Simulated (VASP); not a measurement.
# BaTiO3 (P4mm) in VASP: single point with PBE+U

Aim: the single point of BaTiO3 with PBE+U.

Everything below comes from runs of VASP 6.6.1. Logs are shortened: lines on timing, memory, paths and dates and some standing lists are left out, and cuts for length are marked.

### 1 The cell of the first run

The structure is tetragonal, space group P4mm (No. 99). Conventional cell: a = 4.029 Å, b = 4.029 Å, c = 15.087 Å, α = 90.00°, β = 90.00°, γ = 90.00°. Ba (site symmetry 4mm) has 8 O at 2.85 Å and 4 Ti at 3.49 Å within 3.8 Å. Ba (site symmetry 4mm) has 12 O at 2.85 Å and 8 Ti at 3.49 Å within 3.8 Å. Within 3.8 Å of Ba (site symmetry 4mm) lie 12 O at 2.85 Å and 8 Ti at 3.49 Å. Within 2.7 Å of Ti (site symmetry 4mm) lie 5 O at 2.01 Å. Ti (site symmetry 4mm) has 6 O at 2.01 Å within 2.7 Å. Ti (site symmetry 4mm) has 6 O at 2.01 Å within 2.7 Å. Within 2.7 Å of O (site symmetry 4mm) lie 1 Ti at 2.01 Å. Within 2.7 Å of O (site symmetry 4mm) lie 2 Ti at 2.01 Å.

### 2 Single point, PBE+U

INCAR reads:

```
SYSTEM = BaTiO3
PREC = Accurate ; ENCUT = 520
EDIFF = 1E-6 ; ISMEAR = 0
SIGMA = 0.05 ; LREAL = Auto
LASPH = .True. ; NELM = 150
ALGO = Normal ; ISIF = 2
LWAVE = .False. ; LCHARG = .True.
LMAXMIX = 4 ; LDAU = .True.
LDAUTYPE = 2 ; LDAUL = -1 2 -1
LDAUU = 0 4 0 ; LDAUJ = 0 0 0
LDAUPRINT = 1 ; GGA = PE
LELF = .True. ; LVHAR = .True.
NBANDS = 73
```

KPOINTS reads:

```
Automatic mesh
0
Gamma
  7 7 3
  0 0 0
```

POSCAR reads:

```
BaTiO3
1.0
    0.0000000000     -4.0288719406      0.0000000000
    0.0000000000      0.0000000000     -4.0288719406
   15.0866158219      0.0000000000      0.0000000000
Ba Ti O
3 3 9
Direct
    0.5000000000      0.5000000000      0.0667490015
    0.5000000000      0.5000000000      0.3337984172
    0.5000000000      0.5000000000      0.6008478329
    0.0000000000      1.0000000000      0.7343725408
    0.0000000000      1.0000000000      0.2002737093
    0.0000000000      1.0000000000      0.4673231251
    1.0000000000      0.0000000000      0.0667490015
    1.0000000000      0.0000000000      0.3337984172
    1.0000000000      0.0000000000      0.6008478329
    0.5000000000      0.0000000000      0.2002737093
    0.5000000000      0.0000000000      0.4673231251
    0.5000000000      0.0000000000      0.7343725408
    0.0000000000      0.5000000000      0.2002737093
    0.0000000000      0.5000000000      0.4673231251
    0.0000000000      0.5000000000      0.7343725408
```

Potentials or basis: VASP PAW PBE potentials, release 64 (Ba_sv, Ti_sv, O).

On the command line:

```bash
$ cat potpaw_PBE.64/Ba_sv/POTCAR potpaw_PBE.64/Ti_sv/POTCAR potpaw_PBE.64/O/POTCAR > POTCAR
$ mpirun -np 1 vasp_std > vasp.out
```

OUTCAR:

```text
SYSTEM = BaTiO3
   PREC = Accurate
   ENCUT = 520
   EDIFF = 1E-6
   ISMEAR = 0
   LREAL = Auto
   LASPH = .True.
   NELM = 150
   ISIF = 2
   GGA = PE

 ion  position               nearest neighbor table
   1  0.500  0.500  0.067-  10 2.85  13 2.85  10 2.85  13 2.85   7 2.85   7 2.85   7 2.85   7 2.85
                             5 3.49   5 3.49   5 3.49   5 3.49   2 4.03
   2  0.500  0.500  0.334-   8 2.85   8 2.85   8 2.85   8 2.85  14 2.85  10 2.85  10 2.85  11 2.85
                            11 2.85  13 2.85  14 2.85  13 2.85   5 3.49   6 3.49   6 3.49   6 3.49
   3  0.500  0.500  0.601-  11 2.85  14 2.85  11 2.85  14 2.85   9 2.85   9 2.85   9 2.85   9 2.85
                            12 2.85  15 2.85  15 2.85  12 2.85   6 3.49   6 3.49   6 3.49   6 3.49
   4  0.000  0.000  0.734-  12 2.01  15 2.01  15 2.01  12 2.01   9 2.01   3 3.49   3 3.49   3 3.49
                             3 3.49
   5  0.000  0.000  0.200-   7 2.01  10 2.01  13 2.01  13 2.01  10 2.01   8 2.01   1 3.49   1 3.49
                             1 3.49   1 3.49   2 3.49   2 3.49   2 3.49   2 3.49
   6  0.000  0.000  0.467-   9 2.01  11 2.01  14 2.01  14 2.01  11 2.01   8 2.01   3 3.49   3 3.49
                             3 3.49   3 3.49   2 3.49   2 3.49   2 3.49   2 3.49
   7  0.000  0.000  0.067-   5 2.01   1 2.85   1 2.85   1 2.85   1 2.85
   8  0.000  0.000  0.334-   5 2.01   6 2.01   2 2.85   2 2.85   2 2.85   2 2.85
   9  0.000  0.000  0.601-   6 2.01   4 2.01   3 2.85   3 2.85   3 2.85   3 2.85
  10  0.500  0.000  0.200-   5 2.01   5 2.01   1 2.85   1 2.85   2 2.85   2 2.85
  11  0.500  0.000  0.467-   6 2.01   6 2.01   3 2.85   3 2.85   2 2.85   2 2.85
  12  0.500  0.000  0.734-   4 2.01   4 2.01   3 2.85   3 2.85
  13  0.000  0.500  0.200-   5 2.01   5 2.01   1 2.85   1 2.85   2 2.85   2 2.85
  14  0.000  0.500  0.467-   6 2.01   6 2.01   3 2.85   3 2.85   2 2.85   2 2.85
  15  0.000  0.500  0.734-   4 2.01   4 2.01   3 2.85   3 2.85

  LATTYP: Found a simple tetragonal cell.
 ALAT       =     4.0288719406
 C/A-ratio  =     3.7446253056

  Lattice vectors:

 A1 = (   0.0000000000,  -4.0288719406,   0.0000000000)
 A2 = (   0.0000000000,   0.0000000000,  -4.0288719406)
 A3 = (  15.0866158219,   0.0000000000,   0.0000000000)

Analysis of symmetry for initial positions (statically):
=====================================================================
 Subroutine PRICEL returns:
 Original cell was already a primitive cell.

 Routine SETGRP: Setting up the symmetry group for a
 simple tetragonal supercell.

 Subroutine GETGRP returns: Found  8 space group operations
 (whereof  8 operations were pure point group operations)
 out of a pool of 16 trial point group operations.

The static configuration has the point symmetry C_4v.

Analysis of symmetry for dynamics (positions and initial velocities):
=====================================================================
 Subroutine PRICEL returns:
 Original cell was already a primitive cell.

 Routine SETGRP: Setting up the symmetry group for a
 simple tetragonal supercell.

 Subroutine GETGRP returns: Found  8 space group operations
 (whereof  8 operations were pure point group operations)
 out of a pool of 16 trial point group operations.

The dynamic configuration has the point symmetry C_4v.

 Subroutine INISYM returns: Found  8 space group operations
 (whereof  8 operations are pure point group operations),
 and found     1 'primitive' translations

----------------------------------------------------------------------------------------

                                     Primitive cell

  volume of cell :     244.8831

  direct lattice vectors                    reciprocal lattice vectors
     0.000000000 -4.028871941  0.000000000     0.000000000 -0.248208435  0.000000000
     0.000000000  0.000000000 -4.028871941     0.000000000  0.000000000 -0.248208435
    15.086615822  0.000000000  0.000000000     0.066283918  0.000000000  0.000000000
[... 105 lines left out ...]
   EDIFF  = 0.1E-05   stopping-criterion for ELM
   LREAL  =      T    real-space projection
   EDIFFG = 0.1E-04   stopping-criterion for IOM
   NSW    =      0    number of steps for IOM
   IBRION =     -1    ionic relax: 0-MD 1-quasi-New 2-CG
   NFREE  =      0    steps in history (QN), initial steepest desc. (CG)
   ISIF   =      2    stress and relaxation
   ISYM   =      2    0-nonsym 1-usesym 2-fastsym
   POTIM  = 0.5000    time-step for ionic-motion
   TEBEG  =    0.0;   TEEND  =   0.0 temperature during run
   PSTRESS=    0.0 pullay stress
   NELECT =     120.0000    total number of electrons
   NUPDOWN=      -1.0000    fix difference up-down
   EMIN   =  10.00;   EMAX   =-10.00  energy-range for DOS
   EFERMI =   0.00;   METHOD = LEGACY
   ISMEAR =     0;   SIGMA  =   0.05  broadening in eV -4-tet -1-fermi 0-gaus
   EFERMI_NEDOS =   21; number of points for ismear=-14 and -15
   IALGO  =     38    algorithm
   IMIX   =      4    mixing-type and parameters
     AMIX     =   0.40;   BMIX     =  1.00
     AMIX_MAG =   1.60;   BMIX_MAG =  1.00
  volume/ion in A,a.u.               =      16.33       110.17
  Fermi-wavevector in a.u.,A,eV,Ry     =   1.290671  2.439015 22.665027  1.665832
  Thomas-Fermi vector in A             =   2.422489
   LORBIT       =      0    0 simple, 1 ext, 2 COOP (PROOUT), +10 PAW based schemes
 LDA+U is selected, type is set to LDAUTYPE =  2
   angular momentum for each species LDAUL =    -1    2   -1
   U (eV)           for each species LDAUU =   0.0  4.0  0.0
   J (eV)           for each species LDAUJ =   0.0  0.0  0.0
   GGA     = PE    functional components
   LHFCALC =     F    Hartree Fock is set to
   AEXX    =    0.0000 exact exchange contribution
   IVDW    =     0    specifies the selected vdW correction
   LEPSILON=     F    determine dielectric tensor
   LRPA    =     F    only Hartree local field effects (RPA)
 non-spin polarized calculation
 Gauss-broadening in eV      SIGMA  =   0.05
  energy-cutoff  :      520.00
  volume of cell :      244.88
 maximum number of plane-waves:      6640
 NGX is ok and might be reduce to    30
   NGX = 15   NGY = 15   NGZ = 57

atom =   4  type =  2  l = 2

 onsite density matrix

spin component  1
[... 83 lines left out ...]
  o =  0.1038  v =  0.0000 -0.0000  0.0000 -1.0000  0.0000  0.0000  0.0000  0.0000  0.0000  0.0000      0.0000  0.0000  0.0000  0.0000  0.0000  0.0000  0.0000  0.0000  0.0000  0.0000
  o =  0.1038  v =  0.0000  0.0000  0.0000  0.0000  0.0000  0.0000 -0.0000  0.0000 -1.0000  0.0000      0.0000  0.0000  0.0000  0.0000  0.0000  0.0000  0.0000  0.0000  0.0000  0.0000
  o =  0.1038  v =  1.0000  0.0000  0.0000  0.0000  0.0000  0.0000  0.0000  0.0000  0.0000  0.0000      0.0000  0.0000  0.0000  0.0000  0.0000  0.0000  0.0000  0.0000  0.0000  0.0000
  o =  0.1038  v =  0.0000  0.0000  0.0000  0.0000  0.0000  1.0000  0.0000  0.0000  0.0000  0.0000      0.0000  0.0000  0.0000  0.0000  0.0000  0.0000  0.0000  0.0000  0.0000  0.0000
  o =  0.1039  v =  0.0000  1.0000  0.0000 -0.0000 -0.0000  0.0000  0.0000  0.0000  0.0000  0.0000      0.0000  0.0000  0.0000  0.0000  0.0000  0.0000  0.0000  0.0000  0.0000  0.0000
  o =  0.1039  v =  0.0000  0.0000  0.0000  0.0000  0.0000  0.0000  1.0000  0.0000 -0.0000 -0.0000      0.0000  0.0000  0.0000  0.0000  0.0000  0.0000  0.0000  0.0000  0.0000  0.0000
  o =  0.2312  v =  0.0000  0.0000  0.0000  0.0000  0.0000  0.0000 -0.0000  0.5000  0.0000 -0.8660      0.0000  0.0000  0.0000  0.0000  0.0000  0.0000  0.0000  0.0000  0.0000  0.0000
  o =  0.2312  v =  0.0000 -0.0000  0.5000  0.0000 -0.8660  0.0000  0.0000  0.0000  0.0000  0.0000      0.0000  0.0000  0.0000  0.0000  0.0000  0.0000  0.0000  0.0000  0.0000  0.0000
  o =  0.2343  v =  0.0000  0.0000  0.0000  0.0000  0.0000  0.0000  0.0000  0.8660  0.0000  0.5000      0.0000  0.0000  0.0000  0.0000  0.0000  0.0000  0.0000  0.0000  0.0000  0.0000
  o =  0.2343  v =  0.0000  0.0000  0.8660  0.0000  0.5000  0.0000  0.0000  0.0000  0.0000  0.0000      0.0000  0.0000  0.0000  0.0000  0.0000  0.0000  0.0000  0.0000  0.0000  0.0000

 number of electron     119.9999947 magnetization

 Free energy of the ion-electron system (eV)
  ---------------------------------------------------
  ext. energy  EPLUGINS =         0.00000000
  ---------------------------------------------------
  free energy    TOTEN  =      -110.00755806 eV

  energy without entropy =     -110.00755806  energy(sigma->0) =     -110.00755806

 E-fermi :   2.7881     XC(G=0):  -9.6008

 val. band max:        2.4670024757   @ k =   0.4286   0.4286   0.0000
 cond. band min:       4.2455221257   @ k =   0.0000   0.0000   0.0000
 fundamental gap:      1.7785196500
 Fermi energy:         2.7881307955

 k-point     1 :       0.0000    0.0000    0.0000
  band No.  band energies     occupation
      1     -56.1413      2.00000
      2     -55.7541      2.00000
      3     -55.2558      2.00000
      4     -32.4913      2.00000
      5     -32.1696      2.00000
      6     -32.1696      2.00000
[... 1489 lines left out ...]
     71       7.4229      0.00000
     72       7.7065      0.00000
 [bands above 72 left out]

------------------------ aborting loop because EDIFF is reached ----------------------------------------

  FORCE on cell =-STRESS in cart. coord.  units (eV):
  Direction    XX          YY          ZZ          XY          YZ          ZX
  --------------------------------------------------------------------------------------
  -------------------------------------------------------------------------------------
  Total       -0.9324084     -2.1689949     -2.1689949      0.0000000      0.0000000      0.0000000
  in kB       -6.1003954    -14.1909139    -14.1909139      0.0000000      0.0000000      0.0000000
  external PRESSURE =     -11.4940744 kB  Pullay stress =       0.0000000 kB

 VOLUME and BASIS-vectors are now :
 -----------------------------------------------------------------------------
  energy-cutoff  :      520.00
  volume of cell :      244.88
      direct lattice vectors                 reciprocal lattice vectors
     0.000000000 -4.028871941  0.000000000     0.000000000 -0.248208435  0.000000000
     0.000000000  0.000000000 -4.028871941     0.000000000  0.000000000 -0.248208435
    15.086615822  0.000000000  0.000000000     0.066283918  0.000000000  0.000000000

 POSITION                                       TOTAL-FORCE (eV/Angst)
 -----------------------------------------------------------------------------------
      1.00702     -2.01444     -2.01444         0.041362      0.000000      0.000000
      5.03589     -2.01444     -2.01444        -0.120621      0.000000     -0.000000
      9.06476     -2.01444     -2.01444         0.482232      0.000000     -0.000000
     11.07920      0.00000      0.00000        -2.445651      0.000000     -0.000000
      3.02145      0.00000      0.00000        -1.555011      0.000000     -0.000000
      7.05032      0.00000      0.00000        -0.770529     -0.000000     -0.000000
      1.00702      0.00000      0.00000         0.620661      0.000000      0.000000
      5.03589      0.00000      0.00000         0.744024      0.000000      0.000000
      9.06476      0.00000      0.00000         1.171144     -0.000000     -0.000000
      3.02145     -2.01444      0.00000         0.021820      0.000000      0.000000
      7.05032     -2.01444      0.00000         0.135871      0.000000     -0.000000
     11.07920     -2.01444      0.00000         0.758502      0.000000     -0.000000
      3.02145      0.00000     -2.01444         0.021820      0.000000     -0.000000
      7.05032      0.00000     -2.01444         0.135871      0.000000      0.000000
     11.07920      0.00000     -2.01444         0.758502      0.000000     -0.000000
 -----------------------------------------------------------------------------------
    total drift:                                0.019051     -0.000000      0.000000

  FREE ENERGIE OF THE ION-ELECTRON SYSTEM (eV)
  ---------------------------------------------------
  free  energy   TOTEN  =      -110.0075580627 eV

  energy  without entropy=     -110.0075580627  energy(sigma->0) =     -110.00755806
```

Wall time 4.5 min (1 thread of AMD EPYC 9R45 (Zen 5), shared host); peak memory 0.4 GiB.

What came out:

```
Free energy            : -110.0076 eV
Pressure               : -1.1 GPa
Largest force          : 2.446 eV/Å
Band gap on the k mesh : 1.78 eV, indirect (least direct gap 2.06 eV)
```

Forces on the atoms (eV/Å):
```
Ba   0.041  0.000  0.000
Ba  -0.121  0.000  0.000
Ba   0.482  0.000  0.000
Ti  -2.446  0.000  0.000
Ti  -1.555  0.000  0.000
Ti  -0.771  0.000  0.000
O    0.621  0.000  0.000
O    0.744  0.000  0.000
O    1.171  0.000  0.000
O    0.022  0.000  0.000
O    0.136  0.000  0.000
O    0.759  0.000  0.000
O    0.022  0.000  0.000
O    0.136  0.000  0.000
O    0.759  0.000  0.000
```

Levels at points of the mesh, in eV from the valence-band top:
```csv
k point,band 58,band 59,band 60,band 61,band 62,band 63
"(0.00, 0.00, 0.00)",-0.60,-0.28,-0.28,1.78,1.78,1.79
```

Eigenvalues of the final occupation matrices:
| site | spin | trace | eigenvalues |
| --- | --- | --- | --- |
| site 4 d | 1 | 0.77 | 0.10 0.10 0.13 0.19 0.25 |
| site 4 d | 2 | 0.77 | 0.10 0.10 0.13 0.19 0.25 |
| site 5 d | 1 | 0.78 | 0.10 0.10 0.10 0.23 0.25 |
| site 5 d | 2 | 0.78 | 0.10 0.10 0.10 0.23 0.25 |
| site 6 d | 1 | 0.78 | 0.10 0.10 0.10 0.23 0.23 |
| site 6 d | 2 | 0.78 | 0.10 0.10 0.10 0.23 0.23 |

Caveat: spin-orbit coupling is left out, which moves the levels of the heavy elements; forces of over 1 eV/Å act on the atoms, so gaps and moduli don't describe the material at rest. A k mesh can miss the band edges.
